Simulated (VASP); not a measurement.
A run of VASP 6.6.1 is set up as follows.

File INCAR:

```
PREC = Accurate
ENCUT = 520
EDIFF = 1E-6
ISMEAR = 0
SIGMA = 0.1
LREAL = False
LASPH = True
NELM = 80
ALGO = Fast
ISIF = 2
LWAVE = False
LCHARG = False
GGA = PE
NBANDS = 29
```

Contents of KPOINTS:

```
Automatic mesh
0
Gamma
  6 6 4
```

POSCAR

```
HfTa
1.0
    4.8761920945      0.0000000000      0.0000000000
   -2.4380960472      4.2229062276      0.0000000000
    0.0000000000      0.0000000000      5.4245789330
Hf Ta
2 2
Direct
    0.3333333333      0.6666666667     -0.0589504151
    0.6666666667      0.3333333333      0.4410495849
    0.3333333333      0.6666666667      0.4410504151
    0.6666666667      0.3333333333      0.9410504151
```

Potentials or basis: VASP PAW PBE potentials, release 64 (Hf_pv, Ta_pv).

Run with:

```sh
$ cat potpaw_PBE.64/Hf_pv/POTCAR potpaw_PBE.64/Ta_pv/POTCAR > POTCAR
$ mpirun -np 1 vasp_std > vasp.out
```

(1) What does it give for the band gap on the k mesh?

(2) Estimate the pressure.

Answers

(1) zero (band 21 reaches 2.98 eV, above the bottom of band 22 at 2.33 eV).

(2) -0.2 GPa.

Caveat: spin-orbit coupling is left out, which moves the levels of the heavy elements.
